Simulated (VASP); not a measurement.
Wanted: the native input for a VASP 6.6.1 run.

* Task: single point
* Functional: PBE
* Potentials or basis: VASP PAW PBE potentials, release 64 (Ni, O)
* Cutoff: 520 eV
* k mesh: 17 × 17 × 17
* Occupations: fermi-dirac, width 0.03 eV
* Spin: collinear spin, ferromagnetic start
* Starting moments: [1.5, 0.0] μB
* Dipole correction: no
* Further INCAR settings: ALGO = Normal; EDIFF = 1e-06; NBANDS = 19

The structure of NiO lies in POSCAR:

```
NiO
1.0
    0.0000000000      2.0506981729      2.1749624000
    2.0506981729      0.0000000000      2.1749624000
    2.0506981729      2.0506981729      0.0000000000
Ni O
1 1
Direct
    0.0000000000      0.0000000000      0.0000000000
    0.5000000000      0.5000000000      0.5000000000
```

This cell differs from its parent crystal: z stretched by +4 % at fixed volume.

These files were run (other wordings do the same):

INCAR

```
PREC     = Accurate       # precision mode
ENCUT    = 520            # plane-wave cutoff, eV
EDIFF    = 1E-6           # SCF threshold, eV
ISMEAR   = -1             # smearing method
SIGMA    = 0.03           # smearing width, eV
LREAL    = False          # projectors in reciprocal space
LASPH    = True           # aspherical terms in the spheres
NELM     = 150            # most SCF steps
ALGO     = Normal         # electronic algorithm
ISIF     = 2              # what is computed and relaxed
LWAVE    = False          # write WAVECAR
LCHARG   = False          # write CHGCAR
ISPIN    = 2              # spin polarisation
MAGMOM   = 1.5 0          # initial moments
LORBIT   = 11             # projections on sites
LMAXMIX  = 4              # l up to which the mixer works
GGA      = PE             # functional
NBANDS   = 19             # bands
```

KPOINTS

```
Automatic mesh
0
Gamma
  17 17 17
```

Potentials or basis: VASP PAW PBE potentials, release 64 (Ni, O).

Launch:

```console
$ cat potpaw_PBE.64/Ni/POTCAR potpaw_PBE.64/O/POTCAR > POTCAR
$ mpirun -np 1 vasp_std > vasp.out
```

It gave:

```json
{
  "Pressure": "4.6 GPa",
  "Net moment": "1.69 μB per cell",
  "Site moments": "Ni +1.40; O +0.26 μB",
  "Valence electrons inside the program's atomic spheres": "Ni 8.99; O 4.98"
}
```

Caveat: a cell with one magnetic atom can't hold antiferromagnetic order, which such compounds often take.

Run time: 5.3 min on 1 thread of Oxide Virtual Turin-like Processor (shared host), peak memory 0.29 GiB.
